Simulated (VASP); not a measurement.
Crystal: AlP.

```xyz
2
Lattice="0.0000 2.7393 2.7393 2.7393 0.0000 2.7393 2.7393 2.7393 0.0000" Properties=species:S:1:pos:R:3 pbc="T T T"
Al    0.0000    0.0000    0.0000
P     1.3696    1.3696    1.3696
```

Base run:

```yaml
Program: VASP 6.6.1
Functional: PBE
Potentials_or_basis: VASP PAW PBE potentials, release 64 (Al, P)
Cutoff: 500 eV
k_mesh: 8 × 8 × 8
Occupations: fermi-dirac, width 0.02 eV
Spin: no spin polarisation
```

Its results: band gap on the k mesh 1.60 eV (least direct gap 3.22 eV); pressure 1.3 GPa.

Task: The run is repeated on the same cell with these changes: functional from PBE to r2SCAN; cutoff from 500 eV to 550 eV; occupations from fermi-dirac, width 0.02 eV to gaussian, width 0.01 eV. What comes out?

Result: Band gap on the k mesh 1.93 eV (least direct gap 3.91 eV); pressure -0.3 GPa.

Caveats: the PAW data sets were made with another functional, which shifts forces and pressure a little (at least some runs).

A k mesh can miss the band edges.
